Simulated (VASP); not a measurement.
# SnSe2 (P-3m1) in VASP: further runs

Runs on SnSe2. Level: r2SCAN. Tasks: relaxation of shape and atoms at fixed volume.

Program: VASP 6.6.1. These are calculated values, not measurements. Logs are shortened: lines on timing, memory, paths and dates and some standing lists are left out, and cuts for length are marked.

## Step 1: The cell of the first run

It takes space group P-3m1 (No. 164, trigonal). Conventional cell: a = 3.879 Å, b = 3.879 Å, c = 6.591 Å, α = 90.00°, β = 90.00°, γ = 120.00°. Sn (site symmetry -3m) has 6 Se at 2.75 Å within 3.6 Å. Se (site symmetry 3m) has 3 Sn at 2.75 Å within 3.6 Å.

## Step 2: Relaxation of shape and atoms at fixed volume, r2SCAN (28.62 Å³/atom)

Input file POSCAR:

```
SnSe2
1.0
    3.8787581868      0.0000000000      0.0000000000
   -1.9393790934      3.3591031249      0.0000000000
    0.0000000000      0.0000000000      6.5909673941
Sn Se
1 2
Direct
    0.0000000000      0.0000000000      0.0000000000
    0.3333333333      0.6666666667      0.2411469470
    0.6666666667      0.3333333333      0.7588530530
```

Input file INCAR.step1:

```
  ALGO = Normal
  EDIFF = 1E-4
  ENCUT = 600
  GGA = PE
  ISMEAR = 0
  LASPH = T
  LCHARG = F
  LREAL = F
  LWAVE = T
  NELM = 60
  PREC = Accurate
  SIGMA = 0.02
```

Input file INCAR.step2:

```
  ALGO = Normal
  EDIFF = 1E-6
  EDIFFG = -0.01
  ENCUT = 600
  IBRION = 2
  ISIF = 4
  ISMEAR = 0
  ISTART = 1
  LASPH = T
  LCHARG = F
  LMIXTAU = T
  LREAL = F
  LWAVE = F
  METAGGA = R2SCAN
  NELM = 60
  NSW = 50
  PREC = Accurate
  SIGMA = 0.02
```

Input file KPOINTS:

```
k-points
0
Gamma
  9 9 4
```

Potentials or basis: VASP PAW PBE potentials, release 64 (Sn_d, Se).

Run with:

```
$ cat potpaw_PBE.64/Sn_d/POTCAR potpaw_PBE.64/Se/POTCAR > POTCAR
$ cp INCAR.step1 INCAR
$ mpirun -np 1 vasp_std > vasp.out
$ cp INCAR.step2 INCAR
$ mpirun -np 1 vasp_std > vasp.out
```

OUTCAR:

```text
EDIFF = 1E-6
   EDIFFG = -0.01
   ENCUT = 600
   IBRION = 2
   ISIF = 4
   ISMEAR = 0
   ISTART = 1
   LASPH = T
   LREAL = F
   METAGGA = R2SCAN
   NELM = 60
   NSW = 50
   PREC = Accurate

 ion  position               nearest neighbor table
   1  0.000  0.000  0.000-   2 2.75   3 2.75   2 2.75   3 2.75   3 2.75   2 2.75
   2  0.333  0.667  0.241-   1 2.75   1 2.75   1 2.75
   3  0.667  0.333  0.759-   1 2.75   1 2.75   1 2.75

  LATTYP: Found a hexagonal cell.
 ALAT       =     3.8787581868
 C/A-ratio  =     1.6992467890

  Lattice vectors:

 A1 = (   3.8787581868,   0.0000000000,   0.0000000000)
 A2 = (  -1.9393790934,   3.3591031249,   0.0000000000)
 A3 = (   0.0000000000,   0.0000000000,   6.5909673941)

Analysis of symmetry for initial positions (statically):
=====================================================================
 Subroutine PRICEL returns:
 Original cell was already a primitive cell.

 Routine SETGRP: Setting up the symmetry group for a
 hexagonal supercell.

 Subroutine GETGRP returns: Found 12 space group operations
 (whereof 12 operations were pure point group operations)
 out of a pool of 24 trial point group operations.

The static configuration has the point symmetry D_3d.

Analysis of symmetry for dynamics (positions and initial velocities):
=====================================================================
 Subroutine PRICEL returns:
 Original cell was already a primitive cell.

 Routine SETGRP: Setting up the symmetry group for a
 hexagonal supercell.

 Subroutine GETGRP returns: Found 12 space group operations
 (whereof 12 operations were pure point group operations)
 out of a pool of 24 trial point group operations.

The dynamic configuration has the point symmetry D_3d.

 Subroutine INISYM returns: Found 12 space group operations
 (whereof 12 operations are pure point group operations),
 and found     1 'primitive' translations

----------------------------------------------------------------------------------------

                                     Primitive cell

  volume of cell :      85.8747

  direct lattice vectors                    reciprocal lattice vectors
     3.878758187  0.000000000  0.000000000     0.257814474  0.148849256  0.000000000
    -1.939379093  3.359103125  0.000000000     0.000000000  0.297698511  0.000000000
     0.000000000  0.000000000  6.590967394     0.000000000  0.000000000  0.151722796

  length of vectors
     3.878758187  3.878758187  6.590967394     0.297698511  0.297698511  0.151722796

  position of ions in fractional coordinates (direct lattice)
     0.000000000  0.000000000  0.000000000
     0.333333333  0.666666667  0.241146947
     0.666666667  0.333333333  0.758853053

  ion indices of the primitive-cell ions
   primitive index   ion index
                 1           1
                 2           2
                 3           3

----------------------------------------------------------------------------------------

 KPOINTS: k-points

Automatic generation of k-mesh.
 Grid dimensions read from file:
 generate k-points for:    9    9    4

 Generating k-lattice:

  Cartesian coordinates                     Fractional coordinates (reciprocal lattice)
     0.028646053  0.016538806  0.000000000     0.111111111 -0.000000000  0.000000000
     0.000000000  0.033077612  0.000000000     0.000000000  0.111111111  0.000000000
     0.000000000  0.000000000  0.037930699     0.000000000  0.000000000  0.250000000

  Length of vectors
     0.033077612  0.033077612  0.037930699

  Shift w.r.t. Gamma in fractional coordinates (k-lattice)
     0.000000000  0.000000000  0.000000000

 Subroutine IBZKPT returns following result:
 ===========================================

 Found     43 irreducible k-points:

 Following reciprocal coordinates:
            Coordinates               Weight
  0.000000  0.000000  0.000000      1.000000
  0.111111 -0.000000  0.000000      6.000000
  0.222222 -0.000000  0.000000      6.000000
  0.333333  0.000000  0.000000      6.000000
  0.444444 -0.000000  0.000000      6.000000
  0.111111  0.111111  0.000000      6.000000
[... 16 lines left out ...]
  0.222222  0.111111  0.250000     12.000000
 -0.111111  0.333333  0.250000     12.000000
 [... further k-points ...]
   k-points           NKPTS =     43   k-points in BZ     NKDIM =     43   number of bands    NBANDS=     17
   number of dos      NEDOS =    301   number of ions     NIONS =      3
   total plane-waves  NPLWV =  55296
   dimension x,y,z NGX =    32 NGY =   32 NGZ =   54
   dimension x,y,z NGXF=    64 NGYF=   64 NGZF=  108
   ions per type =               1   2
   NGX,Y,Z   is equivalent  to a cutoff of  13.72, 13.72, 13.62 a.u.
   NGXF,Y,Z  is equivalent  to a cutoff of  27.43, 27.43, 27.24 a.u.
 SYSTEM =  unknown system
   PREC   = accura    normal or accurate (medium, high low for compatibility)
   ISTART =      1    job   : 0-new  1-cont  2-samecut
   ICHARG =      0    charge: 1-file 2-atom 10-const
   ISPIN  =      1    spin polarized calculation?
   LNONCOLLINEAR =      F non collinear calculations
   LSORBIT =      F    spin-orbit coupling
   LASPH  =      T    aspherical Exc in radial PAW
   ENCUT  =  600.0 eV  44.10 Ry    6.64 a.u.   7.75  7.75 13.16*2*pi/ulx,y,z
   NELM   =     60;   NELMIN=  2; NELMDL=  0     # of ELM steps
   EDIFF  = 0.1E-05   stopping-criterion for ELM
   LREAL  =      F    real-space projection
   EDIFFG = -.1E-01   stopping-criterion for IOM
   NSW    =     50    number of steps for IOM
   IBRION =      2    ionic relax: 0-MD 1-quasi-New 2-CG
   NFREE  =      1    steps in history (QN), initial steepest desc. (CG)
   ISIF   =      4    stress and relaxation
   ISYM   =      2    0-nonsym 1-usesym 2-fastsym
   POTIM  = 0.5000    time-step for ionic-motion
   TEBEG  =    0.0;   TEEND  =   0.0 temperature during run
   PSTRESS=    0.0 pullay stress
   NELECT =      26.0000    total number of electrons
   NUPDOWN=      -1.0000    fix difference up-down
   EMIN   =  10.00;   EMAX   =-10.00  energy-range for DOS
   EFERMI =   0.00;   METHOD = LEGACY
   ISMEAR =     0;   SIGMA  =   0.02  broadening in eV -4-tet -1-fermi 0-gaus
   EFERMI_NEDOS =   21; number of points for ismear=-14 and -15
   IALGO  =     38    algorithm
   IMIX   =      4    mixing-type and parameters
     AMIX     =   0.40;   BMIX     =  1.00
     AMIX_MAG =   1.60;   BMIX_MAG =  1.00
  volume/ion in A,a.u.               =      28.62       193.17
  Fermi-wavevector in a.u.,A,eV,Ry     =   1.099286  2.077350 16.441698  1.208431
  Thomas-Fermi vector in A             =   2.235678
   LORBIT       =      0    0 simple, 1 ext, 2 COOP (PROOUT), +10 PAW based schemes
   METAGGA = R2SCAN    functional components
   LHFCALC =     F    Hartree Fock is set to
   AEXX    =    0.0000 exact exchange contribution
   IVDW    =     0    specifies the selected vdW correction
   LEPSILON=     F    determine dielectric tensor
   LRPA    =     F    only Hartree local field effects (RPA)
 conjugate gradient relaxation of ions
 non-spin polarized calculation
 Gauss-broadening in eV      SIGMA  =   0.02
  energy-cutoff  :      600.00
  volume of cell :       85.87
 maximum number of plane-waves:      2906
 NGX is ok and might be reduce to    32
   NGX = 15   NGY = 15   NGZ = 27

--------------------------------------- Ionic step        1  -------------------------------------------

 number of electron      25.9999996 magnetization

 Free energy of the ion-electron system (eV)
  ---------------------------------------------------
  ext. energy  EPLUGINS =         0.00000000
  ---------------------------------------------------
  free energy    TOTEN  =       -54.62803150 eV

  energy without entropy =      -54.62803150  energy(sigma->0) =      -54.62803150

------------------------ aborting loop because EDIFF is reached ----------------------------------------

  FORCE on cell =-STRESS in cart. coord.  units (eV):
  Direction    XX          YY          ZZ          XY          YZ          ZX
  --------------------------------------------------------------------------------------
  -------------------------------------------------------------------------------------
  Total       -0.9439010     -0.9439010     -0.8682378      0.0000000      0.0000000     -0.0000000
  in kB      -17.6105051    -17.6105051    -16.1988450      0.0000000      0.0000000     -0.0000000
  external PRESSURE =     -17.1399517 kB  Pullay stress =       0.0000000 kB
[... 207 lines left out ...]
  energy  without entropy=      -54.6387905806  energy(sigma->0) =      -54.63879058

--------------------------------------- Ionic step        7  -------------------------------------------

 number of electron      25.9999999 magnetization

 Free energy of the ion-electron system (eV)
  ---------------------------------------------------
  ext. energy  EPLUGINS =         0.00000000
  ---------------------------------------------------
  free energy    TOTEN  =       -54.63880675 eV

  energy without entropy =      -54.63880675  energy(sigma->0) =      -54.63880675

 E-fermi :   2.8705     XC(G=0):  -9.4019

 val. band max:        2.7211975543   @ k =   0.1111  -0.0000   0.2500
 cond. band min:       3.8200876770   @ k =   0.4444  -0.0000   0.5000
 fundamental gap:      1.0988901227
 Fermi energy:         2.8705013661

 k-point     1 :       0.0000    0.0000    0.0000
  band No.  band energies     occupation
      1     -19.0607      2.00000
      2     -19.0606      2.00000
      3     -19.0063      2.00000
      4     -18.9997      2.00000
      5     -18.9997      2.00000
      6     -11.2961      2.00000
[... 9 lines left out ...]
     16       7.7748      0.00000
     17       7.7748      0.00000
[... 443 lines left out ...]
      1     -19.0913      2.00000
      2     -19.0489      2.00000
      3     -19.0102      2.00000
      4     -18.9953      2.00000
      5     -18.9833      2.00000
      6     -10.4780      2.00000
[... 9 lines left out ...]
     16       8.2963      0.00000
     17       9.5014      0.00000

 [... further k-points ...]

------------------------ aborting loop because EDIFF is reached ----------------------------------------

  FORCE on cell =-STRESS in cart. coord.  units (eV):
  Direction    XX          YY          ZZ          XY          YZ          ZX
  --------------------------------------------------------------------------------------
  -------------------------------------------------------------------------------------
  Total       -0.1597044     -0.1597044     -0.1536811     -0.0000000      0.0000000     -0.0000000
  in kB       -2.9796294     -2.9796294     -2.8672518     -0.0000000      0.0000000     -0.0000000
  external PRESSURE =      -2.9421702 kB  Pullay stress =       0.0000000 kB
[... 18 lines left out ...]
  FREE ENERGIE OF THE ION-ELECTRON SYSTEM (eV)
  ---------------------------------------------------
  free  energy   TOTEN  =       -54.6388067476 eV

  energy  without entropy=      -54.6388067476  energy(sigma->0) =      -54.63880675

 reached required accuracy - stopping structural energy minimisation
```

Wall time 8.4 min (1 thread of Intel Xeon 6975P-C (Granite Rapids), shared host); peak memory 0.3 GiB.

What came out:

```yaml
Free_energy: -54.6388 eV
Energy_gained_by_relaxing: 3.6 meV/atom
Ionic_steps: 7
Pressure_after_relaxing: -0.3 GPa
Band_gap_on_the_k_mesh: 1.10 eV (least direct gap 1.45 eV)
```

Step by step:
```tsv
step	energy change (eV)	largest force (eV/Å)	pressure (GPa)	volume (Å³)
1	0.0000	0.2432	-1.71	85.87
2	-0.0046	0.1394	-1.34	85.87
3	-0.0072	0.0056	-0.82	85.87
4	-0.0098	0.0026	-0.59	85.87
5	-0.0108	0.0124	-0.34	85.87
6	-0.0108	0.0123	-0.34	85.87
7	-0.0108	0.0010	-0.29	85.87
```

Final structure:
```
Sn Se
1.0
     3.84699    0.00000    0.00000
    -1.92349    3.33159    0.00000
     0.00000    0.00000    6.70029
Sn Se
1 2
Cartesian
  1.9235 3.3316 0.0000
  0.0000 2.2211 1.5746
  1.9235 1.1105 5.1257
```

Caveat: the PAW data sets were made with another functional, which shifts forces and pressure a little; spin-orbit coupling is left out, which moves the levels of the heavy elements.

## Step 3: Relaxation of shape and atoms at fixed volume, r2SCAN (29.46 Å³/atom)

This run uses another cell than the first one, of 29.46 Å³/atom.

Input file POSCAR:

```
SnSe2
1.0
    3.8834147941      0.0000000000      0.0000000000
   -1.9417073971      3.3631358651      0.0000000000
    0.0000000000      0.0000000000      6.7666802146
Sn Se
1 2
Direct
    0.0000000000      0.0000000000      0.0000000000
    0.3333333333      0.6666666667      0.2346456245
    0.6666666667      0.3333333333      0.7653543755
```

Input file INCAR.step1:

```
PREC = Accurate
ENCUT = 600
ISMEAR = 0
SIGMA = 0.02
LREAL = False
LASPH = True
NELM = 80
GGA = PE
ALGO = Normal
EDIFF = 1E-4
LWAVE = True
LCHARG = False
```

Input file INCAR.step2:

```
PREC = Accurate
ENCUT = 600
EDIFF = 1E-6
ISMEAR = 0
SIGMA = 0.02
LREAL = False
LASPH = True
NELM = 80
ALGO = Normal
ISIF = 4
LWAVE = False
LCHARG = False
METAGGA = R2SCAN
LMIXTAU = True
IBRION = 2
NSW = 50
EDIFFG = -0.01
ISTART = 1
```

Input file KPOINTS:

```
regular mesh
0
Gamma
  9 9 4
```

Potentials or basis: VASP PAW PBE potentials, release 64 (Sn_d, Se).

Run with:

```
$ cat potpaw_PBE.64/Sn_d/POTCAR potpaw_PBE.64/Se/POTCAR > POTCAR
$ cp INCAR.step1 INCAR
$ mpirun -np 1 vasp_std > vasp.out
$ cp INCAR.step2 INCAR
$ mpirun -np 1 vasp_std > vasp.out
```

Wall time 11 min (1 thread of Intel Xeon 6975P-C (Granite Rapids), shared host); peak memory 0.3 GiB.

The run converged. Its results:

- Free energy: -54.6332 eV
- Energy gained by relaxing: 3.6 meV/atom
- Ionic steps: 9
- Pressure after relaxing: -0.5 GPa
- Largest force after relaxing: 0.004 eV/Å
- Band gap on the k mesh: 1.11 eV (least direct gap 1.45 eV)

Forces in eV/Å, atoms in the order of the input:
```
Sn   0.000  0.000  0.000
Se   0.000  0.000 -0.004
Se   0.000  0.000  0.004
```

Step by step:
| step | energy change (eV) | largest force (eV/Å) | pressure (GPa) | volume (Å³) |
| --- | --- | --- | --- | --- |
| 1 | 0.0000 | 0.2308 | -1.86 | 88.38 |
| 2 | -0.0044 | 0.1377 | -1.51 | 88.38 |
| 3 | -0.0073 | 0.0128 | -0.94 | 88.38 |
| 4 | -0.0100 | 0.0037 | -0.71 | 88.38 |
| 5 | -0.0106 | 0.0181 | -0.52 | 88.38 |
| 6 | -0.0106 | 0.0170 | -0.53 | 88.38 |
| 7 | -0.0105 | 0.0102 | -0.62 | 88.38 |
| 8 | -0.0106 | 0.0166 | -0.54 | 88.38 |
| 9 | -0.0107 | 0.0044 | -0.48 | 88.38 |

Final structure:
```yaml
crystal:
  lattice:
    - [3.85090, 0.00000, 0.00000]
    - [-1.92545, 3.33498, 0.00000]
    - [0.00000, 0.00000, 6.88143]
  atoms:
    - { symbol: Sn, position: [0.00000, 0.00000, 0.00000] }
    - { symbol: Se, position: [0.33333, 0.66667, 0.22877] }
    - { symbol: Se, position: [0.66667, 0.33333, 0.77123] }
```

Levels at points of the mesh, in eV from the valence-band top:
```tsv
k point	band 11	band 12	band 13	band 14	band 15	band 16
(0.00, 0.00, 0.00)	-0.47	-0.14	-0.14	1.56	3.62	5.04
(0.00, 0.00, 0.50)	-0.54	-0.10	-0.10	2.47	3.56	4.96
```

Caveat: the PAW data sets were made with another functional, which shifts forces and pressure a little; spin-orbit coupling is left out, which moves the levels of the heavy elements.
